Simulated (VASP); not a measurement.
Runs of VASP 6.6.1 on AlFe. The structure is that of space group Pm-3m (No. 221), or close to it. The cells are those of the table. 

```csv
level,potentials or basis,fixed moment (μB),cell,k mesh,smearing,gap on the mesh (eV),pressure (GPa),moment (μB)
LDA,"VASP PAW LDA potentials, release 64 (Fe, Al)",-,"a = 2.871 Å, 2 atoms",9 × 9 × 9,fermi-dirac 0.05 eV,none,-10.5,0.52
PBE,"VASP PAW PBE potentials, release 64 (Fe, Al)",-,"a = 2.910 Å, 2 atoms",9 × 9 × 9,gaussian 0.027 eV,none,(a),(b)
PBE,"VASP PAW PBE potentials, release 64 (Fe, Al)",-,"a = 2.910 Å, 2 atoms",9 × 9 × 9,gaussian 0.011 eV,none,-6.3,0.61
PBEsol,"VASP PAW PBE potentials, release 64 (Fe, Al)",0.8,"a = 2.910 Å, 2 atoms",8 × 8 × 8,fermi-dirac 0.05 eV,-,-10.5,0.80
LDA,"VASP PAW LDA potentials, release 64 (Fe, Al)",-,"a = 2.967 Å, 2 atoms",9 × 9 × 9,fermi-dirac 0.05 eV,none,-22.8,0.64
```

Alike in all rows: task single point; spin collinear, ferromagnetic start; cutoff (eV) 520.

Problem. Estimate the missing entries.

Solution. (a) -6.2; (b) 0.62.

Caveats: the cell stands under tension; the PAW data sets were made with another functional, which shifts forces and pressure a little (at least some runs); the total moment is fixed, so each spin has its own Fermi level (at least some runs).

A gap of «none» marks levels without a gap at the run's occupations.
